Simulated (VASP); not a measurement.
Wanted: the native input for a VASP 6.6.1 run.

```yaml
Task: relaxation of the atoms
Functional: PBEsol
Potentials_or_basis: VASP PAW PBE potentials, release 64 (Mg, O)
Cutoff: 520 eV
k_mesh: 8 × 5 × 1
Occupations: gaussian, width 0.1 eV
Spin: no spin polarisation
Dipole_correction: yes
Atoms_held_fixed_from_0: "[0, 1, 2, 3, 4]"
Further_INCAR_settings: ALGO = Normal; EDIFF = 1e-07; IBRION = 2; EDIFFG = -0.025; NSW = 36
```

The structure of Mg4O lies in POSCAR:

```
Mg4O
1.0
    3.1881999939      0.0000000000      0.0000000000
    0.0000000000      5.1084658709      0.0000000000
    0.0000000000      0.0000000000     19.1358427726
Mg O
4 1
Selective dynamics
Direct
    0.0000000000      0.7500000000      0.2090318178  F F F
    0.5000000000      0.2500000000      0.2571276385  F F F
    0.5000000000      0.7500000000      0.3576109084  F F F
    0.0000000000      0.2500000000      0.3990335238  F F F
    0.1250000000      0.2500000000      0.4911967043  F F T
```

One way to write it, as run:

INCAR

```
PREC     = Accurate       # precision mode
ENCUT    = 520            # plane-wave cutoff, eV
EDIFF    = 1E-7           # SCF threshold, eV
ISMEAR   = 0              # smearing method
SIGMA    = 0.1            # smearing width, eV
LREAL    = F              # projectors in reciprocal space
LASPH    = T              # aspherical terms in the spheres
NELM     = 80             # most SCF steps
ALGO     = Normal         # electronic algorithm
ISIF     = 2              # what is computed and relaxed
LWAVE    = F              # write WAVECAR
LCHARG   = F              # write CHGCAR
LDIPOL   = T            
IDIPOL   = 3            
DIPOL    = 0.5 0.5 0.343
GGA      = PS             # functional
IBRION   = 2              # ionic algorithm
NSW      = 36             # ionic steps
EDIFFG   = -0.025         # ionic threshold
```

KPOINTS

```
regular mesh
0
Gamma
  8 5 1
```

Potentials or basis: VASP PAW PBE potentials, release 64 (Mg, O).

Command:

```bash
$ cat potpaw_PBE.64/Mg/POTCAR potpaw_PBE.64/O/POTCAR > POTCAR
$ mpirun -np 1 vasp_std > vasp.out
```

Results of the run:

```yaml
Energy_gained_by_relaxing: 0.3 meV/atom
Ionic_steps: 3
Band_gap_on_the_k_mesh: zero (band 7 reaches -3.22 eV, above the bottom of band 8 at -3.57 eV)
```

Wall time 8.1 min on 1 thread of Oxide Virtual Turin-like Processor, on a shared host, peak memory 0.36 GiB.
